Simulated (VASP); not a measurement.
# AlNi (Pmmm) in VASP: notebook

AlNi is run at these levels: PBE; tasks: single point.

Everything below comes from runs of VASP 6.6.1. Logs are shortened: lines on timing, memory, paths and dates and some standing lists are left out, and cuts for length are marked.

### Step 1. The cell of the first run

Symmetry: Pmmm, No. 47, orthorhombic system. Conventional cell: a = 2.677 Å, b = 2.900 Å, c = 3.206 Å, α = 90.00°, β = 90.00°, γ = 90.00°. Al (site symmetry mmm) has 8 Ni at 2.54 Å and 6 Al at 2.68 to 3.21 Å within 3.4 Å. Ni (site symmetry mmm) has 8 Al at 2.54 Å and 6 Ni at 2.68 to 3.21 Å within 3.4 Å.

### Step 2. Single point, PBE (normal strain along x -0.0733, normal strain along y +0.1100)

The input, INCAR:

```
SYSTEM = AlNi
PREC     = Accurate       ! precision mode
ENCUT    = 520            ! plane-wave cutoff, eV
EDIFF    = 1E-6           ! SCF threshold, eV
ISMEAR   = 0              ! smearing method
SIGMA    = 0.15           ! smearing width, eV
LREAL    = .False.        ! projectors in reciprocal space
LASPH    = .True.         ! aspherical terms in the spheres
NELM     = 100            ! most SCF steps
ALGO     = Fast           ! electronic algorithm
ISIF     = 2              ! what is computed and relaxed
LWAVE    = .False.        ! write WAVECAR
LCHARG   = .False.        ! write CHGCAR
GGA      = PE             ! functional
NBANDS   = 14             ! bands
```

The input, KPOINTS:

```
regular mesh
0
Gamma
  16 16 16
  0 0 0
```

The input, POSCAR:

```
AlNi
1.0
    1.8929072105     -1.8928758863      0.0000000000
    2.2673154871      2.2672903588      0.0000000000
    0.0000000000      0.0000000000      2.9004437058
Al Ni
1 1
Direct
    0.0000000000      0.0000000000      0.0000000000
    0.5000000000      0.5000000000      0.5000000000
```

Potentials or basis: VASP PAW PBE potentials, release 64 (Al, Ni).

The run is started by

```bash
cat potpaw_PBE.64/Al/POTCAR potpaw_PBE.64/Ni/POTCAR > POTCAR
mpirun -np 1 vasp_std > vasp.out
```

OUTCAR:

```text
SYSTEM = AlNi
   PREC = Accurate
   ENCUT = 520
   EDIFF = 1E-6
   ISMEAR = 0
   LREAL = .False.
   LASPH = .True.
   NELM = 100
   ISIF = 2
   GGA = PE

 ion  position               nearest neighbor table
   1  0.000  0.000  0.000-   2 2.54   2 2.54   2 2.54   2 2.54   2 2.54   2 2.54   2 2.54   2 2.54

   2  0.500  0.500  0.500-   1 2.54   1 2.54   1 2.54   1 2.54   1 2.54   1 2.54   1 2.54   1 2.54

  LATTYP: Found a simple monoclinic cell.
 ALAT       =     2.6769528999
 B/A-ratio  =     1.0834870146
 C/A-ratio  =     1.1977986403
 COS(beta)  =    -0.0000138156

  Lattice vectors:

 A1 = (   1.8929072105,  -1.8928758863,   0.0000000000)
 A2 = (   0.0000000000,   0.0000000000,   2.9004437058)
 A3 = (  -2.2673154871,  -2.2672903588,   0.0000000000)

Analysis of symmetry for initial positions (statically):
=====================================================================
 Subroutine PRICEL returns:
 Original cell was already a primitive cell.

 Routine SETGRP: Setting up the symmetry group for a
 simple monoclinic supercell.

 Subroutine GETGRP returns: Found  4 space group operations
 (whereof  4 operations were pure point group operations)
 out of a pool of  4 trial point group operations.

The static configuration has the point symmetry C_2h.

Analysis of symmetry for dynamics (positions and initial velocities):
=====================================================================
 Subroutine PRICEL returns:
 Original cell was already a primitive cell.

 Routine SETGRP: Setting up the symmetry group for a
 simple monoclinic supercell.

 Subroutine GETGRP returns: Found  4 space group operations
 (whereof  4 operations were pure point group operations)
 out of a pool of  4 trial point group operations.

The dynamic configuration has the point symmetry C_2h.

 Subroutine INISYM returns: Found  4 space group operations
 (whereof  4 operations are pure point group operations),
 and found     1 'primitive' translations

----------------------------------------------------------------------------------------

                                     Primitive cell

  volume of cell :      24.8960

  direct lattice vectors                    reciprocal lattice vectors
     1.892907210 -1.892875886  0.000000000     0.264144678 -0.264147606  0.000000000
     2.267315487  2.267290359  0.000000000     0.220524509  0.220528158  0.000000000
     0.000000000  0.000000000  2.900443706     0.000000000  0.000000000  0.344774835

  length of vectors
     2.676952900  3.206450544  2.900443706     0.373559057  0.311871331  0.344774835

  position of ions in fractional coordinates (direct lattice)
     0.000000000  0.000000000  0.000000000
     0.500000000  0.500000000  0.500000000

  ion indices of the primitive-cell ions
   primitive index   ion index
                 1           1
                 2           2

----------------------------------------------------------------------------------------

 KPOINTS: regular mesh

Automatic generation of k-mesh.
 Grid dimensions read from file:
 generate k-points for:   16   16   16

 Generating k-lattice:

  Cartesian coordinates                     Fractional coordinates (reciprocal lattice)
     0.016509042 -0.016509225  0.000000000     0.062500000  0.000000000  0.000000000
     0.013782782  0.013783010  0.000000000    -0.000000000  0.062500000  0.000000000
     0.000000000  0.000000000  0.021548427     0.000000000  0.000000000  0.062500000

  Length of vectors
     0.023347441  0.019491958  0.021548427

  Shift w.r.t. Gamma in fractional coordinates (k-lattice)
     0.000000000  0.000000000  0.000000000

 Subroutine IBZKPT returns following result:
 ===========================================

 Found   1170 irreducible k-points:

 Following reciprocal coordinates:
            Coordinates               Weight
  0.000000  0.000000  0.000000      1.000000
  0.062500  0.000000  0.000000      2.000000
  0.125000  0.000000  0.000000      2.000000
  0.187500 -0.000000  0.000000      2.000000
  0.250000  0.000000  0.000000      2.000000
  0.312500 -0.000000  0.000000      2.000000
[... 16 lines left out ...]
 -0.187500  0.062500  0.000000      2.000000
 -0.125000  0.062500  0.000000      2.000000
 [... further k-points ...]
   k-points           NKPTS =   1170   k-points in BZ     NKDIM =   1170   number of bands    NBANDS=     14
   number of dos      NEDOS =    301   number of ions     NIONS =      2
   total plane-waves  NPLWV =  11520
   dimension x,y,z NGX =    20 NGY =   24 NGZ =   24
   dimension x,y,z NGXF=    40 NGYF=   48 NGZF=   48
   ions per type =               1   1
   NGX,Y,Z   is equivalent  to a cutoff of  12.42, 12.44, 13.76 a.u.
   NGXF,Y,Z  is equivalent  to a cutoff of  24.84, 24.89, 27.51 a.u.
 SYSTEM =  AlNi
   PREC   = accura    normal or accurate (medium, high low for compatibility)
   ISTART =      0    job   : 0-new  1-cont  2-samecut
   ICHARG =      2    charge: 1-file 2-atom 10-const
   ISPIN  =      1    spin polarized calculation?
   LNONCOLLINEAR =      F non collinear calculations
   LSORBIT =      F    spin-orbit coupling
   LASPH  =      T    aspherical Exc in radial PAW
   ENCUT  =  520.0 eV  38.22 Ry    6.18 a.u.   4.98  5.96  5.39*2*pi/ulx,y,z
   NELM   =    100;   NELMIN=  2; NELMDL= -5     # of ELM steps
   EDIFF  = 0.1E-05   stopping-criterion for ELM
   LREAL  =      F    real-space projection
   EDIFFG = 0.1E-04   stopping-criterion for IOM
   NSW    =      0    number of steps for IOM
   IBRION =     -1    ionic relax: 0-MD 1-quasi-New 2-CG
   NFREE  =      0    steps in history (QN), initial steepest desc. (CG)
   ISIF   =      2    stress and relaxation
   ISYM   =      2    0-nonsym 1-usesym 2-fastsym
   POTIM  = 0.5000    time-step for ionic-motion
   TEBEG  =    0.0;   TEEND  =   0.0 temperature during run
   PSTRESS=    0.0 pullay stress
   NELECT =      13.0000    total number of electrons
   NUPDOWN=      -1.0000    fix difference up-down
   EMIN   =  10.00;   EMAX   =-10.00  energy-range for DOS
   EFERMI =   0.00;   METHOD = LEGACY
   ISMEAR =     0;   SIGMA  =   0.15  broadening in eV -4-tet -1-fermi 0-gaus
   EFERMI_NEDOS =   21; number of points for ismear=-14 and -15
   IALGO  =     68    algorithm
   IMIX   =      4    mixing-type and parameters
     AMIX     =   0.40;   BMIX     =  1.00
     AMIX_MAG =   1.60;   BMIX_MAG =  1.00
  volume/ion in A,a.u.               =      12.45        84.00
  Fermi-wavevector in a.u.,A,eV,Ry     =   1.318295  2.491217 23.645600  1.737903
  Thomas-Fermi vector in A             =   2.448275
   LORBIT       =      0    0 simple, 1 ext, 2 COOP (PROOUT), +10 PAW based schemes
   GGA     = PE    functional components
   LHFCALC =     F    Hartree Fock is set to
   AEXX    =    0.0000 exact exchange contribution
   IVDW    =     0    specifies the selected vdW correction
   LEPSILON=     F    determine dielectric tensor
   LRPA    =     F    only Hartree local field effects (RPA)
 non-spin polarized calculation
 RMM-DIIS sequential band-by-band and
 Gauss-broadening in eV      SIGMA  =   0.15
  energy-cutoff  :      520.00
  volume of cell :       24.90
 maximum number of plane-waves:       696
   NGX =  9   NGY = 11   NGZ = 11

 number of electron      12.9999989 magnetization

 Free energy of the ion-electron system (eV)
  ---------------------------------------------------
  ext. energy  EPLUGINS =         0.00000000
  ---------------------------------------------------
  free energy    TOTEN  =       -10.44984703 eV

  energy without entropy =      -10.43848528  energy(sigma->0) =      -10.44416615

 E-fermi :   9.5168     XC(G=0): -11.8557

 val. band max:        9.5116837386   @ k =   0.4375   0.0000   0.1875
 cond. band min:       9.5198194415   @ k =  -0.4375   0.0625   0.1875
 fundamental gap:      0.0081357029
 Fermi energy:         9.5167914402

 k-point     1 :       0.0000    0.0000    0.0000
  band No.  band energies     occupation
      1      -1.3653      2.00000
      2       6.3277      2.00000
      3       6.4742      2.00000
      4       7.8451      2.00000
      5       8.0943      2.00000
      6       8.2887      2.00000
      7      11.9004      0.00000
      8      15.0419      0.00000
      9      16.1490      0.00000
     10      17.7757      0.00000
     11      18.1360      0.00000
     12      23.6122      0.00000
     13      28.1879      0.00000
     14      29.9953      0.00000

 k-point     2 :       0.0625    0.0000    0.0000
  band No.  band energies     occupation
      1      -1.2824      2.00000
      2       6.3545      2.00000
      3       6.4928      2.00000
      4       7.8513      2.00000
      5       8.0250      2.00000
      6       8.2475      2.00000
      7      12.0342      0.00000
      8      15.1473      0.00000
      9      15.9823      0.00000
     10      16.7663      0.00000
     11      18.8316      0.00000
     12      24.2970      0.00000
     13      28.2119      0.00000
     14      29.0161      0.00000

 k-point     3 :       0.1250    0.0000    0.0000
  band No.  band energies     occupation
      1      -1.0347      2.00000
      2       6.4278      2.00000
      3       6.5410      2.00000
      4       7.8452      2.00000
      5       7.8690      2.00000
      6       8.1340      2.00000
      7      12.4088      0.00000
      8      14.7144      0.00000
      9      15.4543      0.00000
     10      16.4793      0.00000
     11      19.3265      0.00000
     12      25.9689      0.00000
     13      27.1844      0.00000
     14      28.2824      0.00000
[... 324 lines left out ...]
 k-point    23 :      -0.1875    0.0625    0.0000
  band No.  band energies     occupation
      1      -0.5688      2.00000
      2       6.5045      2.00000
      3       6.6002      2.00000
      4       7.5933      2.00000
      5       7.8756      2.00000
      6       7.9788      2.00000
      7      12.3822      0.00000
      8      13.2731      0.00000
      9      16.0145      0.00000
     10      17.1024      0.00000
     11      19.8054      0.00000
     12      24.7658      0.00000
     13      27.7718      0.00000
     14      27.9083      0.00000

 k-point    24 :      -0.1250    0.0625    0.0000
  band No.  band energies     occupation
      1      -0.9774      2.00000
      2       6.4023      2.00000
      3       6.5489      2.00000
      4       7.8285      2.00000
      5       7.8499      2.00000
      6       8.1364      2.00000
      7      11.9311      0.00000
      8      14.8328      0.00000
      9      15.5300      0.00000
     10      16.9546      0.00000
     11      19.3877      0.00000
     12      25.9554      0.00000
     13      26.6313      0.00000
     14      27.5852      0.00000

 [... further k-points ...]

------------------------ aborting loop because EDIFF is reached ----------------------------------------

  FORCE on cell =-STRESS in cart. coord.  units (eV):
  Direction    XX          YY          ZZ          XY          YZ          ZX
  --------------------------------------------------------------------------------------
  -------------------------------------------------------------------------------------
  Total       -0.2645054     -0.2640858     -0.9738831     -1.0235421      0.0000000      0.0000000
  in kB      -17.0221893    -16.9951870    -62.6740396    -65.8698339      0.0000000      0.0000000
  external PRESSURE =     -32.2304720 kB  Pullay stress =       0.0000000 kB

 VOLUME and BASIS-vectors are now :
 -----------------------------------------------------------------------------
  energy-cutoff  :      520.00
  volume of cell :       24.90
      direct lattice vectors                 reciprocal lattice vectors
     1.892907210 -1.892875886  0.000000000     0.264144678 -0.264147606  0.000000000
     2.267315487  2.267290359  0.000000000     0.220524509  0.220528158  0.000000000
     0.000000000  0.000000000  2.900443706     0.000000000  0.000000000  0.344774835

 POSITION                                       TOTAL-FORCE (eV/Angst)
 -----------------------------------------------------------------------------------
      0.00000      0.00000      0.00000         0.000000     -0.000000      0.000000
      2.08011      0.18721      1.45022         0.000000      0.000000      0.000000
 -----------------------------------------------------------------------------------
    total drift:                                0.000000      0.000000      0.000000

  FREE ENERGIE OF THE ION-ELECTRON SYSTEM (eV)
  ---------------------------------------------------
  free  energy   TOTEN  =       -10.4498470320 eV

  energy  without entropy=      -10.4384852752  energy(sigma->0) =      -10.44416615
```

Run time: 6.1 min. Hardware: 1 thread of Intel Xeon Platinum 8259CL at 2.50GHz (Skylake/Cascade Lake), shared host; peak memory 0.5 GiB.

Results:

* Free energy: -10.4498 eV
* Pressure: -3.2 GPa
* Band gap on the k mesh: zero (an odd number of electrons rules out a gap without spin polarisation)

Levels at points of the mesh, in eV from the Fermi level:
```tsv
k point	band 3	band 4	band 5	band 6	band 7	band 8	band 9	band 10	band 11	band 12
(0.00, 0.00, 0.00)	-3.04	-1.67	-1.42	-1.23	2.38	5.53	6.63	8.26	8.62	14.10
(0.50, 0.00, 0.00)	-2.65	-2.47	-2.13	-1.51	-0.06	7.45	8.03	9.03	10.38	11.53
(0.00, 0.50, 0.00)	-2.79	-2.12	-1.71	-1.28	-1.20	8.12	9.68	9.74	12.41	12.63
(0.50, 0.50, 0.00)	-3.15	-2.29	-2.04	-1.86	-1.17	1.69	2.17	12.15	14.07	14.94
(0.00, 0.00, 0.50)	-2.72	-2.65	-1.70	-1.34	-0.59	7.04	7.31	8.19	12.18	12.93
(0.50, 0.00, 0.50)	-2.39	-2.36	-2.24	-1.92	-0.80	2.27	3.03	10.03	12.69	12.74
(0.00, 0.50, 0.50)	-3.46	-3.05	-1.65	-1.61	-1.24	0.74	1.52	14.26	15.60	16.46
(0.50, 0.50, 0.50)	-3.86	-1.16	-0.77	1.94	2.19	2.29	3.35	3.46	4.19	5.22
```

Caveat: the cell differs from its parent crystal (normal strain along x -0.0733, normal strain along y +0.1100); the cell stands under tension.

(Continued in part 2 of 2.)
